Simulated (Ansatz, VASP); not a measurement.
MgH2: VASP beside Ansatz

The input POSCAR:

```
MgH2
1.0
    0.0000000000      2.3649613280      2.3649613280
    2.3649613280      0.0000000000      2.3649613280
    2.3649613280      2.3649613280      0.0000000000
Mg H
1 2
Direct
    0.0000000000      0.0000000000      0.0000000000
    0.2500000000      0.2500000000      0.2500000000
    0.7500000000      0.7500000000      0.7500000000
```

INCAR.step1

```
SYSTEM = MgH2
ALGO = Normal ; EDIFF = 1E-5
ENCUT = 520 ; GGA = PE
GGA_COMPAT = .False. ; ISIF = 2
ISMEAR = 0 ; LASPH = .True.
LREAL = .False. ; LWAVE = .True.
NBANDS = 9 ; NELM = 120
PREC = Accurate ; SIGMA = 0.05
```

INCAR.step2

```
SYSTEM = MgH2
ALGO = Normal ; EDIFF = 1E-6
ENCUT = 520 ; GGA = PE
GGA_COMPAT = .False. ; HFSCREEN = 0.2079
ISIF = 2 ; ISMEAR = 0
ISTART = 1 ; LASPH = .True.
LCHARG = .True. ; LELF = .True.
LHFCALC = .True. ; LREAL = .False.
LVHAR = .True. ; LWAVE = .False.
NBANDS = 9 ; NELM = 120
PREC = Accurate ; PRECFOCK = Normal
SIGMA = 0.05
```

KPOINTS

```
k-points
0
Gamma
  4 4 4
  0 0 0
```

Input for Ansatz:

```yaml
crystal:
  lattice:
    - [0.0, 2.364961328, 2.364961328]
    - [2.364961328, 0.0, 2.364961328]
    - [2.364961328, 2.364961328, 0.0]
  atoms:
    - { symbol: Mg, position: [0.0, 0.0, 0.0] }
    - { symbol: H, position: [0.25, 0.25, 0.25] }
    - { symbol: H, position: [0.75, 0.75, 0.75] }
kpoints:
  mp_grid: { grid: [4, 4, 4] }
hamiltonian:
  xc: hse06
scf:
  occupations: { method: gaussian, width: 0.05 }
  n_extra_bands: 4
output:
  forces: true
  stress: true
  eigenvalues: true
```

Alike in both runs: task single point; functional HSE06; k mesh 4 × 4 × 4; occupations gaussian, width 0.05 eV; no spin polarisation.

```csv
,VASP,Ansatz
version,VASP 6.6.1,Ansatz 0.2.0
potentials or method,"VASP PAW PBE potentials, release 64 (Mg, H)",plane waves
plane-wave cutoff (eV),520,420
valence electrons in the cell,4,12
```

```csv
,VASP,Ansatz,Ansatz less VASP
pressure (GPa),-0.4,-0.1,+0.36
```

The functional is the same, so the differences come from potentials, cutoffs and numerics. VASP's potentials hold 4 valence electrons a cell and Ansatz's 12, so a difference there can come from the potentials and not from the codes. Ansatz's warnings: filled band counts differ across k points, stress exchange threshold loose, stress scf threshold loose.

The k mesh is coarse, so the values compare programs but aren't converged.
